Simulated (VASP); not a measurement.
Set up this calculation in VASP 6.6.1, as the native input.

```
Task                   : single point
Functional             : PBE
Potentials or basis    : VASP PAW PBE potentials, release 64 (Sr_sv)
Cutoff                 : 520 eV
k mesh                 : 20 × 20 × 20
Occupations            : gaussian, width 0.15 eV
Spin                   : no spin polarisation
Dipole correction      : no
Further INCAR settings : ALGO = Fast; EDIFF = 1e-07; NBANDS = 11
```

The structure of Sr lies in POSCAR:

```
Sr
1.0
   -2.1161918187      2.1161918187      2.9922952317
    2.1161918187     -2.1161918187      2.9922952317
    2.1161918187      2.1161918187     -2.9922952317
Sr
1
Direct
    0.0000000000      0.0000000000      0.0000000000
```

This cell differs from its parent crystal: ratio of the length along z to the lengths across it x 1.414, volume and fractional coordinates fixed.

One way to write it, as run:

INCAR

```
  ALGO = Fast
  EDIFF = 1E-7
  ENCUT = 520
  GGA = PE
  ISIF = 2
  ISMEAR = 0
  LASPH = T
  LCHARG = T
  LELF = T
  LREAL = F
  LVHAR = T
  LWAVE = F
  NBANDS = 11
  NELM = 80
  PREC = Accurate
  SIGMA = 0.15
```

KPOINTS

```
k-points
0
Gamma
  20 20 20
```

Potentials or basis: VASP PAW PBE potentials, release 64 (Sr_sv).

Launch:

```sh
$ cat potpaw_PBE.64/Sr_sv/POTCAR > POTCAR
$ mpirun -np 1 vasp_std > vasp.out
```

It gave:

| Property | Result |
| --- | --- |
| Pressure | 0.3 GPa |
| Band gap on the k mesh | zero (bands 5 and 6 overlap by 0.05 eV) |

Wall time 2.5 min on 1 thread of Intel(R) Xeon(R) 6975P-C (Granite Rapids) (shared host), peak memory 0.48 GiB.
